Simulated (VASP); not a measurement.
# BP (F-43m) in VASP: a series of runs

The runs below take BP through single point, with PBE.

Program: VASP 6.6.1. These are calculated values, not measurements. Logs are shortened: lines on timing, memory, paths and dates and some standing lists are left out, and cuts for length are marked.

## (1) The cell of the first run

Symmetry: F-43m, No. 216, cubic system. The conventional cell has a = 4.550 Å, b = 4.550 Å, c = 4.550 Å, α = 90.00°, β = 90.00°, γ = 90.00°. B (site symmetry -43m) has 4 P at 1.97 Å within 2.6 Å. P (site symmetry -43m) has 4 B at 1.97 Å within 2.6 Å.

## (2) Single point, PBE

INCAR

```
SYSTEM = BP
PREC     = Accurate       ! precision mode
ENCUT    = 500            ! plane-wave cutoff, eV
EDIFF    = 1E-6           ! SCF threshold, eV
ISMEAR   = 0              ! smearing method
SIGMA    = 0.05           ! smearing width, eV
LREAL    = .FALSE.        ! projectors in reciprocal space
LASPH    = .TRUE.         ! aspherical terms in the spheres
NELM     = 120            ! most SCF steps
ALGO     = Normal         ! electronic algorithm
ISIF     = 2              ! what is computed and relaxed
LWAVE    = .FALSE.        ! write WAVECAR
LCHARG   = .TRUE.         ! write CHGCAR
GGA      = PE             ! functional
LELF     = .TRUE.         ! ELF
LVHAR    = .TRUE.       
NBANDS   = 11             ! bands
GGA_COMPAT= .FALSE.
```

KPOINTS

```
Automatic mesh
0
G
  6 6 6
  0 0 0
```

POSCAR

```
BP
1.0
    0.0000000000      2.2750323376      2.2750323376
    2.2750323376      0.0000000000      2.2750323376
    2.2750323376      2.2750323376      0.0000000000
B P
1 1
Direct
    0.0000000000      0.0000000000      0.0000000000
    0.2500000000      0.2500000000      0.2500000000
```

Potentials or basis: VASP PAW PBE potentials, release 64 (B, P).

On the command line:

```bash
cat potpaw_PBE.64/B/POTCAR potpaw_PBE.64/P/POTCAR > POTCAR
mpirun -np 1 vasp_std > vasp.out
```

OUTCAR:

```text
SYSTEM = BP
   PREC = Accurate
   ENCUT = 500
   EDIFF = 1E-6
   ISMEAR = 0
   LREAL = .FALSE.
   LASPH = .TRUE.
   NELM = 120
   ISIF = 2
   GGA = PE

 ion  position               nearest neighbor table
   1  0.000  0.000  0.000-   2 1.97   2 1.97   2 1.97   2 1.97
   2  0.250  0.250  0.250-   1 1.97   1 1.97   1 1.97   1 1.97

  LATTYP: Found a face centered cubic cell.
 ALAT       =     4.5500646752

  Lattice vectors:

 A1 = (   0.0000000000,   2.2750323376,   2.2750323376)
 A2 = (   2.2750323376,   0.0000000000,   2.2750323376)
 A3 = (   2.2750323376,   2.2750323376,   0.0000000000)

Analysis of symmetry for initial positions (statically):
=====================================================================
 Subroutine PRICEL returns:
 Original cell was already a primitive cell.

 Routine SETGRP: Setting up the symmetry group for a
 face centered cubic supercell.

 Subroutine GETGRP returns: Found 24 space group operations
 (whereof 24 operations were pure point group operations)
 out of a pool of 48 trial point group operations.

The static configuration has the point symmetry T_d .

Analysis of symmetry for dynamics (positions and initial velocities):
=====================================================================
 Subroutine PRICEL returns:
 Original cell was already a primitive cell.

 Routine SETGRP: Setting up the symmetry group for a
 face centered cubic supercell.

 Subroutine GETGRP returns: Found 24 space group operations
 (whereof 24 operations were pure point group operations)
 out of a pool of 48 trial point group operations.

The dynamic configuration has the point symmetry T_d .

 Subroutine INISYM returns: Found 24 space group operations
 (whereof 24 operations are pure point group operations),
 and found     1 'primitive' translations

----------------------------------------------------------------------------------------

                                     Primitive cell

  volume of cell :      23.5501

  direct lattice vectors                    reciprocal lattice vectors
     0.000000000  2.275032338  2.275032338    -0.219777096  0.219777096  0.219777096
     2.275032338  0.000000000  2.275032338     0.219777096 -0.219777096  0.219777096
     2.275032338  2.275032338  0.000000000     0.219777096  0.219777096 -0.219777096

  length of vectors
     3.217381587  3.217381587  3.217381587     0.380665096  0.380665096  0.380665096

  position of ions in fractional coordinates (direct lattice)
     0.000000000  0.000000000  0.000000000
     0.250000000  0.250000000  0.250000000

  ion indices of the primitive-cell ions
   primitive index   ion index
                 1           1
                 2           2

----------------------------------------------------------------------------------------

 KPOINTS: Automatic mesh

Automatic generation of k-mesh.
 Grid dimensions read from file:
 generate k-points for:    6    6    6

 Generating k-lattice:

  Cartesian coordinates                     Fractional coordinates (reciprocal lattice)
    -0.036629516  0.036629516  0.036629516     0.166666667  0.000000000  0.000000000
     0.036629516 -0.036629516  0.036629516     0.000000000  0.166666667  0.000000000
     0.036629516  0.036629516 -0.036629516     0.000000000  0.000000000  0.166666667

  Length of vectors
     0.063444183  0.063444183  0.063444183

  Shift w.r.t. Gamma in fractional coordinates (k-lattice)
     0.000000000  0.000000000  0.000000000

 Subroutine IBZKPT returns following result:
 ===========================================

 Found     16 irreducible k-points:

 Following reciprocal coordinates:
            Coordinates               Weight
  0.000000  0.000000  0.000000      1.000000
  0.166667  0.000000  0.000000      8.000000
  0.333333  0.000000  0.000000      8.000000
  0.500000  0.000000  0.000000      4.000000
  0.166667  0.166667  0.000000      6.000000
  0.333333  0.166667  0.000000     24.000000
[... 8 lines left out ...]
 -0.333333  0.333333  0.166667     24.000000
 -0.333333  0.500000  0.166667     12.000000
   k-points           NKPTS =     16   k-points in BZ     NKDIM =     16   number of bands    NBANDS=     11
   number of dos      NEDOS =    301   number of ions     NIONS =      2
   total plane-waves  NPLWV =  13824
   dimension x,y,z NGX =    24 NGY =   24 NGZ =   24
   dimension x,y,z NGXF=    48 NGYF=   48 NGZF=   48
   ions per type =               1   1
   NGX,Y,Z   is equivalent  to a cutoff of  12.40, 12.40, 12.40 a.u.
   NGXF,Y,Z  is equivalent  to a cutoff of  24.80, 24.80, 24.80 a.u.
 SYSTEM =  BP
   PREC   = accura    normal or accurate (medium, high low for compatibility)
   ISTART =      0    job   : 0-new  1-cont  2-samecut
   ICHARG =      2    charge: 1-file 2-atom 10-const
   ISPIN  =      1    spin polarized calculation?
   LNONCOLLINEAR =      F non collinear calculations
   LSORBIT =      F    spin-orbit coupling
   LASPH  =      T    aspherical Exc in radial PAW
   ENCUT  =  500.0 eV  36.75 Ry    6.06 a.u.   5.87  5.87  5.87*2*pi/ulx,y,z
   NELM   =    120;   NELMIN=  2; NELMDL= -5     # of ELM steps
   EDIFF  = 0.1E-05   stopping-criterion for ELM
   LREAL  =      F    real-space projection
   EDIFFG = 0.1E-04   stopping-criterion for IOM
   NSW    =      0    number of steps for IOM
   IBRION =     -1    ionic relax: 0-MD 1-quasi-New 2-CG
   NFREE  =      0    steps in history (QN), initial steepest desc. (CG)
   ISIF   =      2    stress and relaxation
   ISYM   =      2    0-nonsym 1-usesym 2-fastsym
   POTIM  = 0.5000    time-step for ionic-motion
   TEBEG  =    0.0;   TEEND  =   0.0 temperature during run
   PSTRESS=    0.0 pullay stress
   NELECT =       8.0000    total number of electrons
   NUPDOWN=      -1.0000    fix difference up-down
   EMIN   =  10.00;   EMAX   =-10.00  energy-range for DOS
   EFERMI =   0.00;   METHOD = LEGACY
   ISMEAR =     0;   SIGMA  =   0.05  broadening in eV -4-tet -1-fermi 0-gaus
   EFERMI_NEDOS =   21; number of points for ismear=-14 and -15
   IALGO  =     38    algorithm
   IMIX   =      4    mixing-type and parameters
     AMIX     =   0.40;   BMIX     =  1.00
     AMIX_MAG =   1.60;   BMIX_MAG =  1.00
  volume/ion in A,a.u.               =      11.78        79.46
  Fermi-wavevector in a.u.,A,eV,Ry     =   1.142284  2.158603 17.753041  1.304812
  Thomas-Fermi vector in A             =   2.278982
   LORBIT       =      0    0 simple, 1 ext, 2 COOP (PROOUT), +10 PAW based schemes
   GGA     = PE    functional components
   LHFCALC =     F    Hartree Fock is set to
   AEXX    =    0.0000 exact exchange contribution
   IVDW    =     0    specifies the selected vdW correction
   LEPSILON=     F    determine dielectric tensor
   LRPA    =     F    only Hartree local field effects (RPA)
 non-spin polarized calculation
 Gauss-broadening in eV      SIGMA  =   0.05
  energy-cutoff  :      500.00
  volume of cell :       23.55
 maximum number of plane-waves:       612
   NGX = 11   NGY = 11   NGZ = 11

 number of electron       8.0000000 magnetization

 Free energy of the ion-electron system (eV)
  ---------------------------------------------------
  ext. energy  EPLUGINS =         0.00000000
  ---------------------------------------------------
  free energy    TOTEN  =       -12.91354188 eV

  energy without entropy =      -12.91354188  energy(sigma->0) =      -12.91354188

 E-fermi :   7.5624     XC(G=0): -10.8701

 val. band max:        7.3449911816   @ k =   0.0000   0.0000   0.0000
 cond. band min:       8.6898328563   @ k =   0.5000   0.5000   0.0000
 fundamental gap:      1.3448416748
 Fermi energy:         7.5624314600

 k-point     1 :       0.0000    0.0000    0.0000
  band No.  band energies     occupation
      1      -8.0466      2.00000
      2       7.3450      2.00000
      3       7.3450      2.00000
      4       7.3450      2.00000
      5      10.7314      0.00000
      6      10.7314      0.00000
      7      10.7314      0.00000
      8      14.5985      0.00000
      9      18.8028      0.00000
     10      19.4473      0.00000
     11      19.4473      0.00000

 k-point     2 :       0.1667    0.0000    0.0000
  band No.  band energies     occupation
      1      -7.5521      2.00000
      2       4.5204      2.00000
      3       6.6840      2.00000
      4       6.6840      2.00000
      5      11.3350      0.00000
      6      11.6316      0.00000
      7      11.6316      0.00000
      8      15.9079      0.00000
      9      18.2685      0.00000
     10      18.2685      0.00000
     11      20.0352      0.00000

 k-point     3 :       0.3333    0.0000    0.0000
  band No.  band energies     occupation
      1      -6.1456      2.00000
      2       0.6482      2.00000
      3       5.8847      2.00000
      4       5.8847      2.00000
      5      11.1982      0.00000
      6      12.1893      0.00000
      7      12.1893      0.00000
      8      17.4052      0.00000
      9      19.2053      0.00000
     10      19.2053      0.00000
     11      20.6938      0.00000

 k-point     4 :       0.5000    0.0000    0.0000
  band No.  band energies     occupation
      1      -4.7528      2.00000
      2      -1.6335      2.00000
      3       5.5965      2.00000
      4       5.5965      2.00000
      5      11.0780      0.00000
      6      12.0504      0.00000
      7      12.0504      0.00000
      8      17.4421      0.00000
      9      21.9168      0.00000
     10      21.9168      0.00000
     11      22.0971      0.00000

 k-point     5 :       0.1667    0.1667    0.0000
  band No.  band energies     occupation
      1      -7.3861      2.00000
      2       5.4039      2.00000
      3       5.6253      2.00000
      4       5.6253      2.00000
      5       9.7806      0.00000
      6      13.1743      0.00000
      7      13.1743      0.00000
      8      14.2072      0.00000
      9      17.9166      0.00000
     10      20.1620      0.00000
     11      20.7824      0.00000
[... 99 lines left out ...]
 k-point    13 :       0.5000    0.5000    0.0000
  band No.  band energies     occupation
      1      -3.2337      2.00000
      2      -1.1982      2.00000
      3       3.2579      2.00000
      4       3.2579      2.00000
      5       8.6898      0.00000
      6       9.0088      0.00000
      7      19.3936      0.00000
      8      19.3936      0.00000
      9      22.4818      0.00000
     10      24.0483      0.00000
     11      25.2557      0.00000

 k-point    14 :       0.5000    0.3333    0.1667
  band No.  band energies     occupation
      1      -4.9322      2.00000
      2       0.8396      2.00000
      3       2.3745      2.00000
      4       4.1041      2.00000
      5      11.3446      0.00000
      6      12.8784      0.00000
      7      13.7721      0.00000
      8      16.8072      0.00000
      9      19.9963      0.00000
     10      20.8563      0.00000
     11      24.9332      0.00000

 k-point    15 :      -0.3333    0.3333    0.1667
  band No.  band energies     occupation
      1      -3.6456      2.00000
      2      -0.7308      2.00000
      3       1.8783      2.00000
      4       3.4002      2.00000
      5      11.8570      0.00000
      6      13.0197      0.00000
      7      15.9055      0.00000
      8      16.4620      0.00000
      9      17.7919      0.00000
     10      22.1088      0.00000
     11      24.7867      0.00000

 k-point    16 :      -0.3333    0.5000    0.1667
  band No.  band energies     occupation
      1      -3.0389      2.00000
      2      -0.8438      2.00000
      3       2.0839      2.00000
      4       2.2086      2.00000
      5      11.1772      0.00000
      6      11.7798      0.00000
      7      16.4217      0.00000
      8      17.0673      0.00000
      9      20.2280      0.00000
     10      23.4725      0.00000
     11      23.7139      0.00000

------------------------ aborting loop because EDIFF is reached ----------------------------------------

  FORCE on cell =-STRESS in cart. coord.  units (eV):
  Direction    XX          YY          ZZ          XY          YZ          ZX
  --------------------------------------------------------------------------------------
  -------------------------------------------------------------------------------------
  Total       -0.0389600     -0.0389600     -0.0389600      0.0000000      0.0000000      0.0000000
  in kB       -2.6505560     -2.6505560     -2.6505560      0.0000000      0.0000000      0.0000000
  external PRESSURE =      -2.6505560 kB  Pullay stress =       0.0000000 kB

 VOLUME and BASIS-vectors are now :
 -----------------------------------------------------------------------------
  energy-cutoff  :      500.00
  volume of cell :       23.55
      direct lattice vectors                 reciprocal lattice vectors
     0.000000000  2.275032338  2.275032338    -0.219777096  0.219777096  0.219777096
     2.275032338  0.000000000  2.275032338     0.219777096 -0.219777096  0.219777096
     2.275032338  2.275032338  0.000000000     0.219777096  0.219777096 -0.219777096

 POSITION                                       TOTAL-FORCE (eV/Angst)
 -----------------------------------------------------------------------------------
      0.00000      0.00000      0.00000        -0.000000      0.000000      0.000000
      1.13752      1.13752      1.13752         0.000000     -0.000000     -0.000000
 -----------------------------------------------------------------------------------
    total drift:                                0.000000      0.000000      0.000000

  FREE ENERGIE OF THE ION-ELECTRON SYSTEM (eV)
  ---------------------------------------------------
  free  energy   TOTEN  =       -12.9135418808 eV

  energy  without entropy=      -12.9135418808  energy(sigma->0) =      -12.91354188
```

It took 5.3 s on 1 thread of AMD EPYC 9R45 (Zen 5), shared host; peak memory 0.1 GiB.

Results:

```
Free energy            : -12.9135 eV
Pressure               : -0.3 GPa
Band gap on the k mesh : 1.34 eV, indirect (least direct gap 3.39 eV)
```

## (3) Single point, PBE

This run uses another cell than the first one, of 12.05 Å³/atom, 1.024 times its volume.

INCAR

```
ALGO     = Normal         # electronic algorithm
EDIFF    = 1E-6           # SCF threshold, eV
ENCUT    = 500            # plane-wave cutoff, eV
GGA      = PE             # functional
GGA_COMPAT= False        
ISIF     = 2              # what is computed and relaxed
ISMEAR   = 0              # smearing method
LASPH    = True           # aspherical terms in the spheres
LCHARG   = False          # write CHGCAR
LREAL    = False          # projectors in reciprocal space
LWAVE    = False          # write WAVECAR
NBANDS   = 11             # bands
NELM     = 120            # most SCF steps
PREC     = Accurate       # precision mode
SIGMA    = 0.05           # smearing width, eV
```

KPOINTS

```
k-points
0
Gamma
  6 6 6
```

POSCAR

```
BP
1.0
    0.0000000000      2.2928561845      2.2928561845
    2.2928561845      0.0000000000      2.2928561845
    2.2928561845      2.2928561845      0.0000000000
B P
1 1
Direct
    0.0000000000      0.0000000000      0.0000000000
    0.2500000000      0.2500000000      0.2500000000
```

Potentials or basis: VASP PAW PBE potentials, release 64 (B, P).

On the command line:

```bash
cat potpaw_PBE.64/B/POTCAR potpaw_PBE.64/P/POTCAR > POTCAR
mpirun -np 1 vasp_std > vasp.out
```

It took 5.5 s on 1 thread of AMD EPYC 9R45 (Zen 5), shared host; peak memory 0.1 GiB.

It converged, with:

| Item | Value |
| --- | --- |
| Free energy | -12.9065 eV |
| Pressure | -3.9 GPa |
| Band gap on the k mesh | 1.39 eV, indirect (least direct gap 3.35 eV) |

Levels at points of the mesh, in eV from the valence-band top:
```csv
k point,band 1,band 2,band 3,band 4,band 5,band 6,band 7,band 8,band 9
"(0.00, 0.00, 0.00)",-15.19,0.00,0.00,0.00,3.35,3.35,3.35,6.90,11.30
"(0.50, 0.00, 0.00)",-11.98,-8.81,-1.72,-1.72,3.60,4.69,4.69,10.02,14.42
"(0.50, 0.50, 0.00)",-10.49,-8.42,-4.00,-4.00,1.39,1.69,11.83,11.83,14.86
```

A k mesh can miss the band edges.

## (4) Single point, PBE

This run uses another cell than the first one, of 15.07 Å³/atom, 1.280 times its volume.

INCAR

```
PREC = Accurate ; ENCUT = 500
EDIFF = 1E-6 ; ISMEAR = 0
SIGMA = 0.05 ; LREAL = F
LASPH = T ; NELM = 120
ALGO = Normal ; ISIF = 2
LWAVE = F ; LCHARG = F
GGA = PE ; NBANDS = 11
GGA_COMPAT = F
```

KPOINTS

```
regular mesh
0
Gamma
  6 6 6
```

POSCAR

```
BP
1.0
    0.0000000000      2.4699044516      2.4699044516
    2.4699044516      0.0000000000      2.4699044516
    2.4699044516      2.4699044516      0.0000000000
B P
1 1
Direct
    0.0000000000      0.0000000000      0.0000000000
    0.2500000000      0.2500000000      0.2500000000
```

On the command line:

```bash
cat potpaw_PBE.64/B/POTCAR potpaw_PBE.64/P/POTCAR > POTCAR
mpirun -np 1 vasp_std > vasp.out
```

It took 7.3 s on 1 thread of AMD EPYC 9R45 (Zen 5), shared host; peak memory 0.11 GiB.

It converged, with:

```yaml
Free_energy: -12.2889 eV
Pressure: -24.7 GPa
Band_gap_on_the_k_mesh: 1.61 eV, indirect (least direct gap 3.12 eV)
```

Levels at points of the mesh, in eV from the valence-band top:
| k point | band 1 | band 2 | band 3 | band 4 | band 5 | band 6 | band 7 | band 8 |
| --- | --- | --- | --- | --- | --- | --- | --- | --- |
| (0.00, 0.00, 0.00) | -13.38 | 0.00 | 0.00 | 0.00 | 3.12 | 3.12 | 3.12 | 3.86 |
| (0.50, 0.00, 0.00) | -10.93 | -7.38 | -1.43 | -1.43 | 2.38 | 4.52 | 4.52 | 9.16 |
| (0.50, 0.50, 0.00) | -9.78 | -7.36 | -3.23 | -3.23 | 1.73 | 1.89 | 9.86 | 9.86 |

A k mesh can miss the band edges. Expect the measured gap to be larger: semilocal functionals such as PBE lack the derivative discontinuity.

## (5) The runs side by side

| cell | gap on the mesh (eV) | pressure (GPa) |
| --- | --- | --- |
| a = 3.217 Å, angles 60.0°, 2 atoms | 1.34 | -0.3 |
| a = 3.243 Å, angles 60.0°, 2 atoms | 1.39 | -3.9 |
| a = 3.493 Å, angles 60.0°, 2 atoms | 1.61 | -24.7 |

Alike in all rows: task single point; level PBE; potentials or basis VASP PAW PBE potentials, release 64 (B, P); no spin polarisation; k mesh 6 × 6 × 6; cutoff (eV) 500; smearing gaussian 0.05 eV.

Total energies depend on the potentials used, so only differences within one code and one set of settings carry meaning.
